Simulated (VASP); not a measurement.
Crystal: WS.

```xyz
2
Lattice="0.0000 2.7420 2.7420 2.7420 0.0000 2.7420 2.7420 2.7420 0.0000" Properties=species:S:1:pos:R:3 pbc="T T T"
W     0.0000    0.0000    0.0000
S     2.7420    2.7420    2.7420
```

Base run:

- Program: VASP 6.6.1
- Functional: PBE
- Potentials or basis: VASP PAW PBE potentials, release 64 (W_sv, S)
- Cutoff: 520 eV
- k mesh: 14 × 14 × 14
- Occupations: gaussian, width 0.1 eV
- Spin: no spin polarisation
- Hubbard terms: W d U = 6.2 eV

Its results: pressure -19.5 GPa.

Q: The run is repeated on the same cell with these changes: spin from no spin polarisation to collinear spin, ferromagnetic start; further incar settings from ALGO = Normal; EDIFF = 1e-06; NBANDS = 17 to ALGO = Normal; EDIFF = 1e-06; NBANDS = 21. What comes out?

A: Pressure -5.0 GPa; net moment 3.72 μB per cell; site moments W +3.05; S -0.07 μB.

Caveats: U without spin polarisation on a metal has little footing (some runs).
